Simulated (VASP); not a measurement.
# InAs3 (Im-3m) in VASP: a series of runs, part 2 of 2

VASP 6.6.1. Earlier steps stand in the parts before.

**4. Relaxation of cell and atoms, PBE**

This run uses another cell than the first one, of 21.98 Å³/atom, 0.757 times its volume.

Input file INCAR:

```
SYSTEM = InAs3
  ALGO = Normal
  EDIFF = 1E-6
  EDIFFG = -0.01
  ENCUT = 600
  GGA = PE
  IBRION = 2
  ISIF = 3
  ISMEAR = 0
  LASPH = .TRUE.
  LCHARG = .FALSE.
  LREAL = .FALSE.
  LWAVE = .FALSE.
  NELM = 100
  NSW = 100
  PREC = Accurate
  SIGMA = 0.1
```

Input file KPOINTS:

```
k-points
0
G
  12 12 12
  0 0 0
```

Input file POSCAR:

```
InAs3
1.0
   -2.8013507262      2.8013507262      2.8013507262
    2.8013507262     -2.8013507262      2.8013507262
    2.8013507262      2.8013507262     -2.8013507262
In As
1 3
Direct
    0.0000000000      0.0000000000      0.0000000000
    0.0000000000      0.5000000000      0.5000000000
    0.5000000000      0.0000000000      0.5000000000
    0.5000000000      0.5000000000      0.0000000000
```

Potentials or basis: VASP PAW PBE potentials, release 64 (In_d, As).

Started as:

```bash
$ cat potpaw_PBE.64/In_d/POTCAR potpaw_PBE.64/As/POTCAR > POTCAR
$ mpirun -np 1 vasp_std > vasp.out
```

OUTCAR:

```text
SYSTEM = InAs3
   EDIFF = 1E-6
   EDIFFG = -0.01
   ENCUT = 600
   GGA = PE
   IBRION = 2
   ISIF = 3
   ISMEAR = 0
   LASPH = .TRUE.
   LREAL = .FALSE.
   NELM = 100
   NSW = 100
   PREC = Accurate

 ion  position               nearest neighbor table
   1  0.000  0.000  0.000-   2 2.80   3 2.80   4 2.80   2 2.80   3 2.80   4 2.80
   2  0.000  0.500  0.500-   1 2.80   3 2.80   4 2.80   1 2.80   4 2.80   3 2.80
   3  0.500  0.000  0.500-   1 2.80   2 2.80   4 2.80   4 2.80   1 2.80   2 2.80
   4  0.500  0.500  0.000-   1 2.80   2 2.80   3 2.80   3 2.80   2 2.80   1 2.80

  LATTYP: Found a body centered cubic cell.
 ALAT       =     5.6027014524

  Lattice vectors:

 A1 = (  -2.8013507262,   2.8013507262,   2.8013507262)
 A2 = (   2.8013507262,  -2.8013507262,   2.8013507262)
 A3 = (   2.8013507262,   2.8013507262,  -2.8013507262)

Analysis of symmetry for initial positions (statically):
=====================================================================
 Subroutine PRICEL returns:
 Original cell was already a primitive cell.

 Routine SETGRP: Setting up the symmetry group for a
 body centered cubic supercell.

 Subroutine GETGRP returns: Found 48 space group operations
 (whereof 48 operations were pure point group operations)
[... 172 lines left out ...]

  FORCE on cell =-STRESS in cart. coord.  units (eV):
  Direction    XX          YY          ZZ          XY          YZ          ZX
  --------------------------------------------------------------------------------------
  -------------------------------------------------------------------------------------
  Total        0.2857757      0.2857757      0.2857757      0.0000000      0.0000000      0.0000000
  in kB        5.2068305      5.2068305      5.2068305      0.0000000      0.0000000      0.0000000
  external PRESSURE =       5.2068305 kB  Pullay stress =       0.0000000 kB
[... 63 lines left out ...]
--------------------------------------- Ionic step        3  -------------------------------------------

 number of electron      27.9999991 magnetization

 Free energy of the ion-electron system (eV)
  ---------------------------------------------------
  ext. energy  EPLUGINS =         0.00000000
  ---------------------------------------------------
  free energy    TOTEN  =       -16.31887061 eV

  energy without entropy =      -16.30785496  energy(sigma->0) =      -16.31336279

 E-fermi :   5.7263     XC(G=0): -10.1875

 val. band max:        5.7157341220   @ k =   0.5000   0.0000   0.0000
 cond. band min:       5.7603568661   @ k =   0.2500   0.2500   0.0000
 fundamental gap:      0.0446227441
 Fermi energy:         5.7262680201

 k-point     1 :       0.0000    0.0000    0.0000
  band No.  band energies     occupation
      1      -8.7909      2.00000
      2      -8.7909      2.00000
      3      -8.6506      2.00000
      4      -8.6506      2.00000
      5      -8.6506      2.00000
      6      -7.7322      2.00000
[... 481 lines left out ...]
      5      -8.6395      2.00000
      6      -6.0876      2.00000
[... 10 lines left out ...]
     17       9.2229      0.00000
     18       9.4407      0.00000

 [... further k-points ...]
[... 5 lines left out ...]
  --------------------------------------------------------------------------------------
  -------------------------------------------------------------------------------------
  Total       -0.0020958     -0.0020958     -0.0020958      0.0000000     -0.0000000      0.0000000
  in kB       -0.0379067     -0.0379067     -0.0379067      0.0000000     -0.0000000      0.0000000
  external PRESSURE =      -0.0379067 kB  Pullay stress =       0.0000000 kB
[... 19 lines left out ...]
  FREE ENERGIE OF THE ION-ELECTRON SYSTEM (eV)
  ---------------------------------------------------
  free  energy   TOTEN  =       -16.3188706146 eV

  energy  without entropy=      -16.3078549560  energy(sigma->0) =      -16.31336279

 reached required accuracy - stopping structural energy minimisation
```

Wall time 2.7 min (1 thread of AMD EPYC 9R45 (Zen 5), shared host); peak memory 0.31 GiB.

Results:

- Free energy: -16.3189 eV
- Relaxed volume: 22.15 Å³/atom
- Relaxed cell: a = 4.864 Å, b = 4.864 Å, c = 4.864 Å, α = 109.47°, β = 109.47°, γ = 109.47°
- Space group after relaxing (to 0.05 Å): Im-3m (No. 229)
- Energy gained by relaxing: 0.3 meV/atom
- Ionic steps: 3
- Pressure after relaxing: 0.0 GPa
- Band gap on the k mesh: zero (band 14 reaches 6.09 eV, above the bottom of band 15 at 3.24 eV)

Step by step:
```tsv
step	energy change (eV)	largest force (eV/Å)	pressure (GPa)	volume (Å³)
1	0.0000	0.0000	0.52	87.94
2	-0.0009	0.0000	-0.19	88.85
3	-0.0010	0.0000	0.00	88.58
```

Final structure:
```xyz
4
Lattice="-2.8082 2.8082 2.8082 2.8082 -2.8082 2.8082 2.8082 2.8082 -2.8082" Properties=species:S:1:pos:R:3 pbc="T T T"
In    0.0000    0.0000    0.0000
As    2.8082    0.0000    0.0000
As    0.0000    2.8082    0.0000
As    0.0000    0.0000    2.8082
```

Caveat: spin-orbit coupling is left out, which moves the levels of the heavy elements.

**5. Summary**

| task | cell | k mesh | cutoff (eV) | gap on the mesh (eV) | pressure (GPa) | relaxed volume (Å³/atom) |
| --- | --- | --- | --- | --- | --- | --- |
| relaxation of cell and atoms | relaxed from a = 5.324 Å, angles 109.5°, 4 atoms | 4 × 4 × 4 | 600 | none | -0.1 | 21.98 |
| single point | a = 4.862 Å, angles 109.5°, 4 atoms | 12 × 12 × 12 | 520 | none | 0.1 | - |
| relaxation of cell and atoms | relaxed from a = 4.852 Å, angles 109.5°, 4 atoms | 12 × 12 × 12 | 600 | none | 0.0 | 22.15 |

Alike in all rows: level PBE; potentials or basis VASP PAW PBE potentials, release 64 (In_d, As); no spin polarisation; smearing gaussian 0.1 eV.

Caveats: some runs use coarse meshes; spin-orbit coupling is left out, which moves the levels of the heavy elements; the volume moved by over 15 % at a fixed basis, so the end points are rough (some runs).

Total energies depend on the potentials used, so only differences within one code and one set of settings carry meaning.
